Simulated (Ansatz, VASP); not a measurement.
C in VASP and in Ansatz

File INCAR:

```
PREC = Accurate
ENCUT = 600
EDIFF = 1E-6
ISMEAR = 0
SIGMA = 0.1
LREAL = False
LASPH = True
NELM = 120
ALGO = Normal
ISIF = 2
LWAVE = False
LCHARG = False
GGA = PS
NBANDS = 11
GGA_COMPAT = False
```

The input KPOINTS:

```
regular mesh
0
Gamma
  8 8 8
```

The input POSCAR:

```
C
1.0
    0.0000000000      1.7835000000      1.7835000000
    1.7835000000      0.0000000000      1.7835000000
    1.7835000000      1.7835000000      0.0000000000
C
2
Direct
    0.0000000000      0.0000000000      0.0000000000
    0.2500000000      0.2500000000      0.2500000000
```

Input for Ansatz:

```yaml
crystal:
  lattice:
    - [0.0, 1.7835, 1.7835]
    - [1.7835, 0.0, 1.7835]
    - [1.7835, 1.7835, 0.0]
  atoms:
    - { symbol: C, position: [0.0, 0.0, 0.0] }
    - { symbol: C, position: [0.25, 0.25, 0.25] }
basis:
  ecutwfc: 420
kpoints:
  mp_grid: { grid: [8, 8, 8] }
hamiltonian:
  xc: pbesol
  pseudopotentials: { kind: paw, azcp: { folder: soft_1 } }
scf:
  occupations: { method: gaussian, width: 0.1 }
output:
  forces: true
  stress: true
  eigenvalues: true
```

Alike in both runs: task single point; functional PBEsol; k mesh 8 × 8 × 8; occupations gaussian, width 0.1 eV; no spin polarisation.

|  | VASP | Ansatz |
| --- | --- | --- |
| version | VASP 6.6.1 | Ansatz 0.2.0 |
| potentials or method | VASP PAW PBE potentials, release 64 (C), cutoff 600 eV | scalar-relativistic, plane waves, PAW |
| valence electrons in the cell | 8 | 8 |

Ansatz gave:

| Quantity | Value |
| --- | --- |
| gap on the k mesh at the Fermi level (eV) | 4.01 |
| least direct gap on the mesh (eV) | 5.54 |
| pressure (GPa) | -4.9 |

**Question.** Which values does VASP return?

**Answer.** gap on the k mesh at the Fermi level (eV): 4.00; least direct gap on the mesh (eV): 5.54; pressure (GPa): -4.5.

VASP's potentials were made for PBE, not for PBEsol, and Ansatz warns of the same on its side. The functional is the same, so the differences come from potentials, cutoffs and numerics.
